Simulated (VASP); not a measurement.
# MoS2 (P-6m2) in VASP: notebook

MoS2 is run at these levels: PBE+D3(BJ); tasks: single point.

Everything below comes from runs of VASP 6.6.1. Logs are shortened: lines on timing, memory, paths and dates and some standing lists are left out, and cuts for length are marked.

### Step 1. The cell of the first run

Symmetry: P-6m2, No. 187, hexagonal system. The conventional cell has a = 3.238 Å, b = 3.238 Å, c = 6.286 Å, α = 90.00°, β = 90.00°, γ = 120.00°. Within 3.0 Å of Mo (site symmetry -6m2) lie 6 S at 2.25 Å. Within 3.0 Å of S (site symmetry 3m) lie 3 Mo at 2.25 Å and 1 S at 2.49 Å.

### Step 2. Single point, PBE+D3(BJ) (c/a of the conventional cell at fixed volume 1.9411)

File INCAR:

```
PREC = Accurate
ENCUT = 500
EDIFF = 1E-6
ISMEAR = 0
SIGMA = 0.05
LREAL = False
LASPH = True
NELM = 120
ALGO = Normal
ISIF = 2
LWAVE = False
LCHARG = True
GGA = PE
IVDW = 12
LELF = True
LVHAR = True
NBANDS = 20
GGA_COMPAT = False
```

File KPOINTS:

```
regular mesh
0
Gamma
  12 12 4
```

File POSCAR:

```
MoS2
1.0
    3.2381765630      0.0000000000      0.0000000000
   -1.6190882815      2.8043431655      0.0000000000
    0.0000000000      0.0000000000      6.2856245265
Mo S
1 2
Direct
    0.0000000000      0.0000000000      0.0000000000
    0.3333333333      0.6666666667      0.1981708616
    0.3333333333      0.6666666667      0.8018291384
```

Potentials or basis: VASP PAW PBE potentials, release 64 (Mo_sv, S).

On the command line:

```
> cat potpaw_PBE.64/Mo_sv/POTCAR potpaw_PBE.64/S/POTCAR > POTCAR
> mpirun -np 1 vasp_std > vasp.out
```

OUTCAR:

```text
PREC = Accurate
   ENCUT = 500
   EDIFF = 1E-6
   ISMEAR = 0
   LREAL = False
   LASPH = True
   NELM = 120
   ISIF = 2
   GGA = PE
   IVDW = 12
 IVDW          = 12

 ion  position               nearest neighbor table
   1  0.000  0.000  0.000-   2 2.25   3 2.25   2 2.25   3 2.25   2 2.25   3 2.25
   2  0.333  0.667  0.198-   1 2.25   1 2.25   1 2.25   3 2.49
   3  0.333  0.667  0.802-   1 2.25   1 2.25   1 2.25   2 2.49

  LATTYP: Found a hexagonal cell.
 ALAT       =     3.2381765630
 C/A-ratio  =     1.9411000000

  Lattice vectors:

 A1 = (   3.2381765630,   0.0000000000,   0.0000000000)
 A2 = (  -1.6190882815,   2.8043431655,   0.0000000000)
 A3 = (   0.0000000000,   0.0000000000,   6.2856245265)

Analysis of symmetry for initial positions (statically):
=====================================================================
 Subroutine PRICEL returns:
 Original cell was already a primitive cell.

 Routine SETGRP: Setting up the symmetry group for a
 hexagonal supercell.

 Subroutine GETGRP returns: Found 12 space group operations
 (whereof 12 operations were pure point group operations)
 out of a pool of 24 trial point group operations.

The static configuration has the point symmetry D_3h.

Analysis of symmetry for dynamics (positions and initial velocities):
=====================================================================
 Subroutine PRICEL returns:
 Original cell was already a primitive cell.

 Routine SETGRP: Setting up the symmetry group for a
 hexagonal supercell.

 Subroutine GETGRP returns: Found 12 space group operations
 (whereof 12 operations were pure point group operations)
 out of a pool of 24 trial point group operations.

The dynamic configuration has the point symmetry D_3h.

 Subroutine INISYM returns: Found 12 space group operations
 (whereof 12 operations are pure point group operations),
 and found     1 'primitive' translations

----------------------------------------------------------------------------------------

                                     Primitive cell

  volume of cell :      57.0795

  direct lattice vectors                    reciprocal lattice vectors
     3.238176563  0.000000000  0.000000000     0.308815773  0.178294870  0.000000000
    -1.619088282  2.804343166  0.000000000     0.000000000  0.356589740  0.000000000
     0.000000000  0.000000000  6.285624527     0.000000000  0.000000000  0.159093181

  length of vectors
     3.238176563  3.238176563  6.285624527     0.356589740  0.356589740  0.159093181

  position of ions in fractional coordinates (direct lattice)
     0.000000000  0.000000000  0.000000000
[... 82 lines left out ...]
   EDIFFG = 0.1E-04   stopping-criterion for IOM
   NSW    =      0    number of steps for IOM
   IBRION =     -1    ionic relax: 0-MD 1-quasi-New 2-CG
   NFREE  =      0    steps in history (QN), initial steepest desc. (CG)
   ISIF   =      2    stress and relaxation
   ISYM   =      2    0-nonsym 1-usesym 2-fastsym
   POTIM  = 0.5000    time-step for ionic-motion
   TEBEG  =    0.0;   TEEND  =   0.0 temperature during run
   PSTRESS=    0.0 pullay stress
   NELECT =      26.0000    total number of electrons
   NUPDOWN=      -1.0000    fix difference up-down
   EMIN   =  10.00;   EMAX   =-10.00  energy-range for DOS
   EFERMI =   0.00;   METHOD = LEGACY
   ISMEAR =     0;   SIGMA  =   0.05  broadening in eV -4-tet -1-fermi 0-gaus
   EFERMI_NEDOS =   21; number of points for ismear=-14 and -15
   IALGO  =     38    algorithm
   IMIX   =      4    mixing-type and parameters
     AMIX     =   0.40;   BMIX     =  1.00
     AMIX_MAG =   1.60;   BMIX_MAG =  1.00
  volume/ion in A,a.u.               =      19.03       128.40
  Fermi-wavevector in a.u.,A,eV,Ry     =   1.259619  2.380335 21.587552  1.586640
  Thomas-Fermi vector in A             =   2.393170
   LORBIT       =      0    0 simple, 1 ext, 2 COOP (PROOUT), +10 PAW based schemes
   GGA     = PE    functional components
   LHFCALC =     F    Hartree Fock is set to
   AEXX    =    0.0000 exact exchange contribution
   IVDW    =    12    specifies the selected vdW correction
   LEPSILON=     F    determine dielectric tensor
   LRPA    =     F    only Hartree local field effects (RPA)
 non-spin polarized calculation
 Gauss-broadening in eV      SIGMA  =   0.05
  energy-cutoff  :      500.00
  volume of cell :       57.08
 maximum number of plane-waves:      1468
 NGX is ok and might be reduce to    24
   NGX = 11   NGY = 11   NGZ = 23

 number of electron      26.0000000 magnetization

 Free energy of the ion-electron system (eV)
  ---------------------------------------------------
  ext. energy  EPLUGINS =         0.00000000
  ---------------------------------------------------
  free energy    TOTEN  =       -19.79842451 eV

  energy without entropy =      -19.79775250  energy(sigma->0) =      -19.79808850

 E-fermi :   6.7458     XC(G=0):  -9.9977

 val. band max:        6.7341759110   @ k =   0.1667   0.0000   0.2500
 cond. band min:       6.7960292504   @ k =   0.1667   0.0000   0.5000
 fundamental gap:      0.0618533395
 Fermi energy:         6.7458401835

 k-point     1 :       0.0000    0.0000    0.0000
  band No.  band energies     occupation
      1     -54.7589      2.00000
      2     -28.9458      2.00000
      3     -28.9458      2.00000
      4     -28.9191      2.00000
      5      -9.4138      2.00000
      6      -6.2704      2.00000
[... 541 lines left out ...]
     19      14.7618      0.00000
     20      15.3977      0.00000

 [... further k-points ...]

------------------------ aborting loop because EDIFF is reached ----------------------------------------

 Edisp (eV)   -1.19342

 E8    (eV) :    -0.4822

  FORCE on cell =-STRESS in cart. coord.  units (eV):
  Direction    XX          YY          ZZ          XY          YZ          ZX
  --------------------------------------------------------------------------------------
  -------------------------------------------------------------------------------------
  Total       7.09767     7.09767    16.76614     0.00000     0.00000     0.00000
  in kB     199.22602   199.22602   470.61248     0.00000     0.00000     0.00000
  external pressure =      289.69 kB  Pullay stress =        0.00 kB

 VOLUME and BASIS-vectors are now :
 -----------------------------------------------------------------------------
  energy-cutoff  :      500.00
  volume of cell :       57.08
      direct lattice vectors                 reciprocal lattice vectors
     3.238176563  0.000000000  0.000000000     0.308815773  0.178294870  0.000000000
    -1.619088282  2.804343166  0.000000000     0.000000000  0.356589740  0.000000000
     0.000000000  0.000000000  6.285624527     0.000000000  0.000000000  0.159093181

 POSITION                                       TOTAL-FORCE (eV/Angst)
 -----------------------------------------------------------------------------------
      0.00000      0.00000      0.00000        -0.000000      0.000000      0.000000
     -0.00000      1.86956      1.24563         0.000000     -0.000000      7.036728
     -0.00000      1.86956      5.04000         0.000000     -0.000000     -7.036728
 -----------------------------------------------------------------------------------
    total drift:                               -0.000000      0.000000     -0.000000

  FREE ENERGIE OF THE ION-ELECTRON SYSTEM (eV)
  ---------------------------------------------------
  free  energy   TOTEN  =       -20.9918474504 eV

  energy  without entropy=      -20.9911754386  energy(sigma->0) =      -20.99151144
```

Wall time 52 s (1 thread of AMD EPYC 9R45 (Zen 5), shared host); peak memory 0.18 GiB.

Results:

```
Free energy                : -20.9918 eV
Pressure                   : 29.0 GPa
Largest force              : 7.037 eV/Å
Band gap on the k mesh     : zero (band 13 reaches 7.87 eV, above the bottom of band 14 at 6.16 eV)
Dispersion energy per atom : -0.398 eV
```

Forces in eV/Å, atoms in the order of the input:
```
Mo   0.000  0.000  0.000
S    0.000  0.000  7.037
S    0.000  0.000 -7.037
```

Levels at points of the mesh, in eV from the Fermi level:
```csv
k point,band 9,band 10,band 11,band 12,band 13,band 14,band 15,band 16,band 17,band 18
"(0.00, 0.00, 0.00)",-5.56,-3.58,-3.58,-0.33,0.31,2.04,2.04,3.25,3.25,4.23
"(0.50, 0.00, 0.00)",-5.33,-5.13,-3.10,-1.59,-0.99,0.94,1.19,4.25,4.94,5.33
"(0.00, 0.00, 0.50)",-5.55,-3.59,-3.59,-1.72,1.13,2.00,2.00,3.33,3.33,4.27
"(0.50, 0.00, 0.50)",-5.34,-5.14,-3.08,-1.71,-1.36,0.96,1.20,3.68,4.78,6.80
```

Caveat: forces of over 1 eV/Å act on the atoms, so gaps and moduli don't describe the material at rest.

### Step 3. Single point, PBE+D3(BJ) (c/a of the conventional cell at fixed volume 2.0536)

File INCAR:

```
PREC = Accurate
ENCUT = 500
EDIFF = 1E-6
ISMEAR = 0
SIGMA = 0.05
LREAL = F
LASPH = T
NELM = 120
ALGO = Normal
ISIF = 2
LWAVE = F
LCHARG = T
GGA = PE
IVDW = 12
LELF = T
LVHAR = T
NBANDS = 20
GGA_COMPAT = F
```

KPOINTS is that of step 2.

File POSCAR:

```
MoS2
1.0
    3.1779315830      0.0000000000      0.0000000000
   -1.5889657915      2.7521694823      0.0000000000
    0.0000000000      0.0000000000      6.5262002988
Mo S
1 2
Direct
    0.0000000000      0.0000000000      0.0000000000
    0.3333333333      0.6666666667      0.2734172850
    0.3333333333      0.6666666667      0.7265827150
```

Potentials or basis: VASP PAW PBE potentials, release 64 (Mo_sv, S).

On the command line:

```
> cat potpaw_PBE.64/Mo_sv/POTCAR potpaw_PBE.64/S/POTCAR > POTCAR
> mpirun -np 1 vasp_std > vasp.out
```

Run time: 56 s. Hardware: 1 thread of AMD EPYC 9R45 (Zen 5), shared host; peak memory 0.18 GiB.

The run converged. Its results:

- Free energy: -22.0916 eV
- Pressure: -15.9 GPa
- Largest force: 3.542 eV/Å
- Band gap on the k mesh: 0.65 eV, indirect (least direct gap 1.36 eV)
- Dispersion energy per atom: -0.396 eV

Forces on the atoms (eV/Å):
```
Mo   0.000  0.000  0.000
S    0.000  0.000 -3.542
S    0.000  0.000  3.542
```

Stress tensor (GPa, compression positive):
```
-10.59   0.00   0.00
  0.00 -10.59   0.00
  0.00   0.00 -26.61
```

Levels at points of the mesh, in eV from the valence-band top:
| k point | band 10 | band 11 | band 12 | band 13 | band 14 | band 15 | band 16 | band 17 |
| --- | --- | --- | --- | --- | --- | --- | --- | --- |
| (0.00, 0.00, 0.00) | -1.38 | -0.90 | -0.77 | -0.77 | 2.08 | 2.08 | 2.52 | 2.52 |
| (0.50, 0.00, 0.00) | -2.36 | -1.60 | -1.32 | -0.77 | 2.00 | 2.18 | 3.42 | 3.70 |
| (0.00, 0.00, 0.50) | -1.71 | -0.85 | -0.85 | -0.07 | 2.28 | 2.28 | 2.39 | 2.39 |
| (0.50, 0.00, 0.50) | -3.33 | -2.48 | -0.47 | -0.36 | 2.21 | 2.52 | 2.52 | 2.97 |

Caveat: forces of over 1 eV/Å act on the atoms, so gaps and moduli don't describe the material at rest. A k mesh can miss the band edges.

### Step 4. Single point, PBE+D3(BJ) (c/a of the conventional cell at fixed volume 2.0536)

File INCAR:

```
ALGO = Normal
EDIFF = 1E-6
ENCUT = 500
GGA = PE
GGA_COMPAT = F
ISIF = 2
ISMEAR = 0
IVDW = 12
LASPH = T
LCHARG = T
LELF = T
LREAL = F
LVHAR = T
LWAVE = F
NBANDS = 20
NELM = 120
PREC = Accurate
SIGMA = 0.05
```

File KPOINTS:

```
k-points
0
Gamma
  12 12 4
```

File POSCAR:

```
MoS2
1.0
    3.1779315830      0.0000000000      0.0000000000
   -1.5889657915      2.7521694823      0.0000000000
    0.0000000000      0.0000000000      6.5262002988
Mo S
1 2
Direct
    0.0000000000      0.0000000000      0.0000000000
    0.3333333333      0.6666666667      0.1981708616
    0.3333333333      0.6666666667      0.8018291384
```

On the command line:

```
> cat potpaw_PBE.64/Mo_sv/POTCAR potpaw_PBE.64/S/POTCAR > POTCAR
> mpirun -np 1 vasp_std > vasp.out
```

Wall time 53 s (1 thread of AMD EPYC 9R45 (Zen 5), shared host); peak memory 0.18 GiB.

It converged, with:

```yaml
Free_energy: -21.3438 eV
Pressure: 29.7 GPa
Largest_force: 6.711 eV/Å
Band_gap_on_the_k_mesh: zero (band 13 reaches 7.51 eV, above the bottom of band 14 at 6.46 eV)
Dispersion_energy_per_atom: -0.400 eV
```

Forces on the atoms (eV/Å):
```
Mo   0.000  0.000  0.000
S    0.000  0.000  6.711
S    0.000  0.000 -6.711
```

Stress tensor (GPa, compression positive):
```
21.25  0.00  0.00
 0.00 21.25  0.00
 0.00  0.00 46.57
```

Levels at points of the mesh, in eV from the Fermi level:
```tsv
k point	band 9	band 10	band 11	band 12	band 13	band 14	band 15	band 16	band 17	band 18
(0.00, 0.00, 0.00)	-5.47	-3.66	-3.66	-1.13	-0.19	1.91	1.91	3.02	3.02	4.42
(0.50, 0.00, 0.00)	-5.78	-5.32	-2.96	-1.81	-1.65	0.93	1.40	3.93	4.70	5.09
(0.00, 0.00, 0.50)	-5.47	-3.67	-3.67	-2.24	0.58	1.88	1.88	3.07	3.07	4.44
(0.50, 0.00, 0.50)	-5.63	-5.32	-2.94	-2.18	-1.61	0.94	1.41	3.46	4.59	6.35
```

Caveat: forces of over 1 eV/Å act on the atoms, so gaps and moduli don't describe the material at rest.

(Continued in part 2 of 2.)
